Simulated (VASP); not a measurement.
# Ag in VASP: single point with PBE

Aim: the single point of Ag with PBE.

All numbers are computed with VASP 6.6.1; they aren't measurements. Logs are shortened: lines on timing, memory, paths and dates and some standing lists are left out, and cuts for length are marked.

## 1. The cell of the first run

The cell holds a slab with vacuum, 4 atoms: a = 2.933 Å, b = 4.148 Å, c = 20.400 Å, α = 90.00°, β = 90.00°, γ = 90.00°.

## 2. Single point, PBE

The input, POSCAR:

```
Ag
1.0
    2.9333909037      0.0000000000      0.0000000000
    0.0000000000      4.1484411997      0.0000000000
    0.0000000000      0.0000000000     20.4001000000
Ag
4
Direct
    0.2500000000      0.2500000000      0.3921552748
    0.7500000000      0.7500000000      0.4640517580
    0.2500000000      0.2500000000      0.5359482416
    0.7500000000      0.7500000000      0.6078447252
```

The input, INCAR.step1:

```
SYSTEM = Ag
PREC = Accurate ; ENCUT = 520
EDIFF = 1E-6 ; ISMEAR = -1
SIGMA = 0.08 ; LREAL = .False.
LASPH = .True. ; NELM = 60
ALGO = Normal ; ISIF = 2
LWAVE = .False. ; LCHARG = .True.
LMAXMIX = 4 ; LDIPOL = .True.
IDIPOL = 3 ; DIPOL = 0.5 0.5 0.500
GGA = PE ; NBANDS = 30
```

The input, KPOINTS.step1:

```
Automatic mesh
0
Gamma
  14 10 1
  0 0 0
```

The input, INCAR.step2:

```
SYSTEM = Ag
PREC = Accurate ; ENCUT = 520
EDIFF = 1E-6 ; ISMEAR = -5
SIGMA = 0.08 ; LREAL = .False.
LASPH = .True. ; NELM = 60
ALGO = Normal ; ISIF = 2
LWAVE = .False. ; LCHARG = .False.
LMAXMIX = 4 ; LDIPOL = .True.
IDIPOL = 3 ; DIPOL = 0.5 0.5 0.500
GGA = PE ; LORBIT = 11
NBANDS = 30 ; NEDOS = 1001
ICHARG = 11
```

The input, KPOINTS.step2:

```
Automatic mesh
0
Gamma
  21 15 1
  0 0 0
```

Potentials or basis: VASP PAW PBE potentials, release 64 (Ag).

Command:

```console
> cat potpaw_PBE.64/Ag/POTCAR > POTCAR
> cp INCAR.step1 INCAR
> cp KPOINTS.step1 KPOINTS
> mpirun -np 1 vasp_std > vasp.out
> cp INCAR.step2 INCAR
> cp KPOINTS.step2 KPOINTS
> mpirun -np 1 vasp_std > vasp.out
```

OUTCAR:

```text
SYSTEM = Ag
   PREC = Accurate
   ENCUT = 520
   EDIFF = 1E-6
   ISMEAR = -5
   LREAL = .False.
   LASPH = .True.
   NELM = 60
   ISIF = 2
   GGA = PE
   LORBIT = 11
   ICHARG = 11

 ion  position               nearest neighbor table
   1  0.250  0.250  0.392-   2 2.93   2 2.93   2 2.93   2 2.93   3 2.93
   2  0.750  0.750  0.464-   1 2.93   1 2.93   1 2.93   1 2.93   3 2.93   3 2.93   3 2.93   3 2.93
                             4 2.93
   3  0.250  0.250  0.536-   1 2.93   4 2.93   4 2.93   4 2.93   4 2.93   2 2.93   2 2.93   2 2.93
                             2 2.93
   4  0.750  0.750  0.608-   3 2.93   3 2.93   3 2.93   3 2.93   2 2.93

  LATTYP: Found a simple orthorhombic cell.
 ALAT       =     2.9333909037
 B/A-ratio  =     1.4142135624
 C/A-ratio  =     6.9544430557

  Lattice vectors:

 A1 = (   2.9333909037,   0.0000000000,   0.0000000000)
 A2 = (   0.0000000000,   4.1484411997,   0.0000000000)
 A3 = (   0.0000000000,   0.0000000000,  20.4001000000)

Analysis of symmetry for initial positions (statically):
=====================================================================
 Subroutine PRICEL returns:
 Original cell was already a primitive cell.

 Routine SETGRP: Setting up the symmetry group for a
 simple orthorhombic supercell.

 Subroutine GETGRP returns: Found  8 space group operations
 (whereof  2 operations were pure point group operations)
 out of a pool of  8 trial point group operations.

The static configuration has the point symmetry S_2 .
 The point group associated with its full space group is D_2h.

Analysis of symmetry for dynamics (positions and initial velocities):
=====================================================================
 Subroutine PRICEL returns:
 Original cell was already a primitive cell.

 Routine SETGRP: Setting up the symmetry group for a
 simple orthorhombic supercell.

 Subroutine GETGRP returns: Found  8 space group operations
 (whereof  2 operations were pure point group operations)
 out of a pool of  8 trial point group operations.

The dynamic configuration has the point symmetry S_2 .
 The point group associated with its full space group is D_2h.

 Subroutine INISYM returns: Found  8 space group operations
 (whereof  2 operations are pure point group operations),
 and found     1 'primitive' translations

----------------------------------------------------------------------------------------

                                     Primitive cell

  volume of cell :     248.2488

  direct lattice vectors                    reciprocal lattice vectors
     2.933390904  0.000000000  0.000000000     0.340902400  0.000000000  0.000000000
     0.000000000  4.148441200  0.000000000     0.000000000  0.241054399  0.000000000
     0.000000000  0.000000000 20.400100000     0.000000000  0.000000000  0.049019368

  length of vectors
     2.933390904  4.148441200 20.400100000     0.340902400  0.241054399  0.049019368

  position of ions in fractional coordinates (direct lattice)
     0.250000000  0.250000000  0.392155275
     0.750000000  0.750000000  0.464051758
     0.250000000  0.250000000  0.535948242
     0.750000000  0.750000000  0.607844725

  ion indices of the primitive-cell ions
   primitive index   ion index
                 1           1
                 2           2
                 3           3
                 4           4

----------------------------------------------------------------------------------------

 KPOINTS: Automatic mesh

Automatic generation of k-mesh.
 Grid dimensions read from file:
 generate k-points for:   21   15    1

 Generating k-lattice:

  Cartesian coordinates                     Fractional coordinates (reciprocal lattice)
     0.016233448  0.000000000  0.000000000     0.047619048  0.000000000  0.000000000
     0.000000000  0.016070293  0.000000000     0.000000000  0.066666667  0.000000000
     0.000000000  0.000000000  0.049019368     0.000000000  0.000000000  1.000000000

  Length of vectors
     0.016233448  0.016070293  0.049019368

  Shift w.r.t. Gamma in fractional coordinates (k-lattice)
     0.000000000  0.000000000  0.000000000

 TETIRR: Found    892 inequivalent tetrahedra from     1890

 Subroutine IBZKPT returns following result:
 ===========================================

 Found     88 irreducible k-points:

 Following reciprocal coordinates:
            Coordinates               Weight
  0.000000  0.000000  0.000000      1.000000
  0.047619  0.000000  0.000000      2.000000
  0.095238  0.000000  0.000000      2.000000
  0.142857  0.000000  0.000000      2.000000
  0.190476  0.000000  0.000000      2.000000
  0.238095  0.000000  0.000000      2.000000
[... 16 lines left out ...]
  0.000000  0.133333  0.000000      2.000000
  0.047619  0.133333  0.000000      4.000000
 [... further k-points ...]
   k-points           NKPTS =     88   k-points in BZ     NKDIM =     88   number of bands    NBANDS=     30
   number of dos      NEDOS =   1001   number of ions     NIONS =      4
   total plane-waves  NPLWV = 122880
   dimension x,y,z NGX =    24 NGY =   32 NGZ =  160
   dimension x,y,z NGXF=    48 NGYF=   64 NGZF=  320
   ions per type =               4
   NGX,Y,Z   is equivalent  to a cutoff of  13.60, 12.82, 13.04 a.u.
   NGXF,Y,Z  is equivalent  to a cutoff of  27.20, 25.65, 26.08 a.u.
 SYSTEM =  Ag
   PREC   = accura    normal or accurate (medium, high low for compatibility)
   ISTART =      0    job   : 0-new  1-cont  2-samecut
   ICHARG =     11    charge: 1-file 2-atom 10-const
   ISPIN  =      1    spin polarized calculation?
   LNONCOLLINEAR =      F non collinear calculations
   LSORBIT =      F    spin-orbit coupling
   LASPH  =      T    aspherical Exc in radial PAW
   ENCUT  =  520.0 eV  38.22 Ry    6.18 a.u.   5.45  7.71 37.93*2*pi/ulx,y,z
   NELM   =     60;   NELMIN=  2; NELMDL=  0     # of ELM steps
   EDIFF  = 0.1E-05   stopping-criterion for ELM
   LREAL  =      F    real-space projection
   EDIFFG = 0.1E-04   stopping-criterion for IOM
   NSW    =      0    number of steps for IOM
   IBRION =     -1    ionic relax: 0-MD 1-quasi-New 2-CG
   NFREE  =      0    steps in history (QN), initial steepest desc. (CG)
   ISIF   =      2    stress and relaxation
   ISYM   =      2    0-nonsym 1-usesym 2-fastsym
   POTIM  = 0.5000    time-step for ionic-motion
   TEBEG  =    0.0;   TEEND  =   0.0 temperature during run
   PSTRESS=    0.0 pullay stress
   NELECT =      44.0000    total number of electrons
   NUPDOWN=      -1.0000    fix difference up-down
   EMIN   =  10.00;   EMAX   =-10.00  energy-range for DOS
   EFERMI =   0.00;   METHOD = LEGACY
   ISMEAR =    -5;   SIGMA  =   0.08  broadening in eV -4-tet -1-fermi 0-gaus
   EFERMI_NEDOS =   21; number of points for ismear=-14 and -15
   IALGO  =     38    algorithm
   IMIX   =      4    mixing-type and parameters
     AMIX     =   0.40;   BMIX     =  1.00
     AMIX_MAG =   1.60;   BMIX_MAG =  1.00
  volume/ion in A,a.u.               =      62.06       418.82
  Fermi-wavevector in a.u.,A,eV,Ry     =   0.919595  1.737783 11.505838  0.845655
  Thomas-Fermi vector in A             =   2.044807
   LORBIT       =     11    0 simple, 1 ext, 2 COOP (PROOUT), +10 PAW based schemes
   GGA     = PE    functional components
   LHFCALC =     F    Hartree Fock is set to
   AEXX    =    0.0000 exact exchange contribution
   IVDW    =     0    specifies the selected vdW correction
   LEPSILON=     F    determine dielectric tensor
   LRPA    =     F    only Hartree local field effects (RPA)
 non-spin polarized calculation
 Fermi weights with tetrahedron method with Bloechl corrections
  energy-cutoff  :      520.00
  volume of cell :      248.25
 maximum number of plane-waves:      6747
 NGX is ok and might be reduce to    24

 number of electron      44.0000030 magnetization

 dipolmoment           0.000000      0.000000     -0.000000 electrons x Angstroem

 Free energy of the ion-electron system (eV)
  ---------------------------------------------------
  ext. energy  EPLUGINS =         0.00000000
  ---------------------------------------------------
  free energy    TOTEN  =        -9.47623896 eV

  energy without entropy =       -9.47623896  energy(sigma->0) =       -9.47623896

 E-fermi :  -0.6824     XC(G=0):  -4.3518

 val. band max:       -0.6538249076   @ k =   0.0476   0.2667   0.0000
 cond. band min:      -0.6977338320   @ k =   0.2381   0.4000   0.0000
 fundamental gap:     -0.0439089244
 Fermi energy:        -0.6824447262

 k-point     1 :       0.0000    0.0000    0.0000
  band No.  band energies     occupation
      1      -7.2445      2.00000
      2      -6.4940      2.00000
      3      -6.2040      2.00000
      4      -5.8810      2.00000
      5      -5.6640      2.00000
      6      -5.4412      2.00000
[... 22 lines left out ...]
     29       5.2307      0.00000
     30       5.9656      0.00000

 k-point     2 :       0.0476    0.0000    0.0000
  band No.  band energies     occupation
      1      -7.2006      2.00000
      2      -6.4641      2.00000
      3      -6.1914      2.00000
      4      -5.8466      2.00000
      5      -5.6213      2.00000
      6      -5.4565      2.00000
[... 22 lines left out ...]
     29       5.2854      0.00000
     30       5.9867      0.00000

 k-point     3 :       0.0952    0.0000    0.0000
  band No.  band energies     occupation
      1      -7.0733      2.00000
      2      -6.3803      2.00000
      3      -6.1535      2.00000
      4      -5.7506      2.00000
      5      -5.5077      2.00000
      6      -5.5058      2.00000
[... 22 lines left out ...]
     29       5.4473      0.00000
     30       6.0466      0.00000

 k-point     4 :       0.1429    0.0000    0.0000
  band No.  band energies     occupation
      1      -6.8770      2.00000
      2      -6.2682      2.00000
      3      -6.0811      2.00000
      4      -5.6437      2.00000
      5      -5.6247      2.00000
      6      -5.5933      2.00000
[... 22 lines left out ...]
     29       5.7106      0.00000
     30       6.1318      0.00000

 k-point     5 :       0.1905    0.0000    0.0000
  band No.  band energies     occupation
      1      -6.6445      2.00000
      2      -6.1851      2.00000
      3      -5.9434      2.00000
      4      -5.7862      2.00000
      5      -5.7122      2.00000
      6      -5.5402      2.00000
[... 22 lines left out ...]
     29       6.0662      0.00000
     30       6.1895      0.00000
[... 526 lines left out ...]
     29       6.4928      0.00000
     30       7.3869      0.00000

 k-point    22 :       0.4762    0.0667    0.0000
  band No.  band energies     occupation
      1      -6.3690      2.00000
      2      -6.3630      2.00000
      3      -6.3142      2.00000
      4      -6.3032      2.00000
      5      -5.4829      2.00000
      6      -5.4723      2.00000
[... 22 lines left out ...]
     29       7.2736      0.00000
     30       7.2827      0.00000

 k-point    23 :       0.0000    0.1333    0.0000
  band No.  band energies     occupation
      1      -7.1055      2.00000
      2      -6.4492      2.00000
      3      -6.1794      2.00000
      4      -5.9250      2.00000
      5      -5.8323      2.00000
      6      -5.3690      2.00000
[... 22 lines left out ...]
     29       4.2984      0.00000
     30       6.2137      0.00000

 k-point    24 :       0.0476    0.1333    0.0000
  band No.  band energies     occupation
      1      -7.0624      2.00000
      2      -6.4171      2.00000
      3      -6.1661      2.00000
      4      -5.8929      2.00000
      5      -5.8092      2.00000
      6      -5.4071      2.00000
[... 22 lines left out ...]
     29       4.3374      0.00000
     30       6.2370      0.00000

 [... further k-points ...]

------------------------ aborting loop because EDIFF is reached ----------------------------------------

 vacuum level on the upper side and lower side of the slab       (xc-potential included)        -0.079        -0.079

  FORCE on cell =-STRESS in cart. coord.  units (eV):
  Direction    XX          YY          ZZ          XY          YZ          ZX
  --------------------------------------------------------------------------------------
  -------------------------------------------------------------------------------------
  Total       -1.9895950     -1.8398186     -0.8931078      0.0000000      0.0000000      0.0000000
  in kB      -12.8406816    -11.8740372     -5.7640437      0.0000000      0.0000000      0.0000000
  external PRESSURE =     -10.1595875 kB  Pullay stress =       0.0000000 kB

 VOLUME and BASIS-vectors are now :
 -----------------------------------------------------------------------------
  energy-cutoff  :      520.00
  volume of cell :      248.25
      direct lattice vectors                 reciprocal lattice vectors
     2.933390904  0.000000000  0.000000000     0.340902400  0.000000000  0.000000000
     0.000000000  4.148441200  0.000000000     0.000000000  0.241054399  0.000000000
     0.000000000  0.000000000 20.400100000     0.000000000  0.000000000  0.049019368

 POSITION                                       TOTAL-FORCE (eV/Angst)
 -----------------------------------------------------------------------------------
      0.73335      1.03711      8.00001        -0.000000      0.000000      0.312986
      2.20004      3.11133      9.46670         0.000000      0.000000     -0.271776
      0.73335      1.03711     10.93340        -0.000000     -0.000000      0.271776
      2.20004      3.11133     12.40009         0.000000      0.000000     -0.312986
 -----------------------------------------------------------------------------------
    total drift:                                0.000000     -0.000000     -0.000011

  FREE ENERGIE OF THE ION-ELECTRON SYSTEM (eV)
  ---------------------------------------------------
  free  energy   TOTEN  =        -9.4762389584 eV

  energy  without entropy=       -9.4762389584  energy(sigma->0) =       -9.47623896

 vacuum level on the upper side and lower side of the slab         3.390         3.390

 total charge

# of ion       s       p       d       tot
------------------------------------------
    1        0.403   0.154   9.209   9.766
    2        0.402   0.247   9.165   9.814
    3        0.402   0.247   9.165   9.814
    4        0.403   0.154   9.209   9.766
--------------------------------------------------
tot          1.610   0.803  36.747  39.160
```

Wall time 5 min (1 thread of Intel Xeon 6975P-C (Granite Rapids), shared host); peak memory 0.64 GiB.

Results:

| Property | Result |
| --- | --- |
| Valence electrons inside the program's atomic spheres | Ag 9.77, 9.81 (each value once) |
